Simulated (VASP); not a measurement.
Set up this calculation in VASP 6.6.1, as the native input.

```yaml
Task: relaxation of cell and atoms
Functional: RPBE
Potentials_or_basis: VASP PAW PBE potentials, release 64 (Pb_d, S)
Cutoff: 600 eV
k_mesh: 7 × 7 × 6
Occupations: fermi-dirac, width 0.05 eV
Spin: no spin polarisation
Dipole_correction: no
Further_INCAR_settings: ALGO = Normal; EDIFF = 1e-07; IBRION = 2; EDIFFG = -0.01; NSW = 60; ISIF = 3
```

The structure of PbS lies in POSCAR:

```
PbS
1.0
    2.0799526950     -5.9912968650      0.0000000000
    2.0799526950      5.9912968650      0.0000000000
    0.0000000000      0.0000000000      4.2793209400
Pb S
2 2
Direct
    0.1305633500      0.8694366500      0.2500000000
    0.8694366500      0.1305633500      0.7500000000
    0.3547970900      0.6452029100      0.2500000000
    0.6452029100      0.3547970900      0.7500000000
```

The input as run:

INCAR

```
SYSTEM = PbS
  PREC = Accurate
  ENCUT = 600
  EDIFF = 1E-7
  ISMEAR = -1
  SIGMA = 0.05
  LREAL = .FALSE.
  LASPH = .TRUE.
  NELM = 60
  ALGO = Normal
  ISIF = 3
  LWAVE = .FALSE.
  LCHARG = .FALSE.
  GGA = RP
  IBRION = 2
  NSW = 60
  EDIFFG = -0.01
```

KPOINTS

```
Automatic mesh
0
G
  7 7 6
  0 0 0
```

Potentials or basis: VASP PAW PBE potentials, release 64 (Pb_d, S).

Command:

```console
$ cat potpaw_PBE.64/Pb_d/POTCAR potpaw_PBE.64/S/POTCAR > POTCAR
$ mpirun -np 1 vasp_std > vasp.out
```

Results of the run:

```
Relaxed volume                        : 36.35 Å³/atom
Relaxed cell                          : a = 8.126 Å, b = 8.126 Å, c = 4.312 Å, α = 90.00°, β = 90.00°, γ = 149.30°
Space group after relaxing (to 0.1 Å) : Cmcm (No. 63)
Energy gained by relaxing             : 36.5 meV/atom
Ionic steps                           : 27
Pressure after relaxing               : 0.0 GPa
Largest force after relaxing          : 0.006 eV/Å
Band gap on the k mesh                : 1.72 eV (least direct gap 1.73 eV)
```

Caveat: the volume moved by over 15 % at a fixed basis, so the end points are rough; the PAW data sets were made with another functional, which shifts forces and pressure a little; spin-orbit coupling is left out, which moves the levels of the heavy elements; an odd mesh through Γ misses points on the zone boundary, where band edges can lie.

It took 45 min on 1 thread of AMD EPYC 9R45 (Zen 5), on a shared host, peak memory 0.4 GiB.
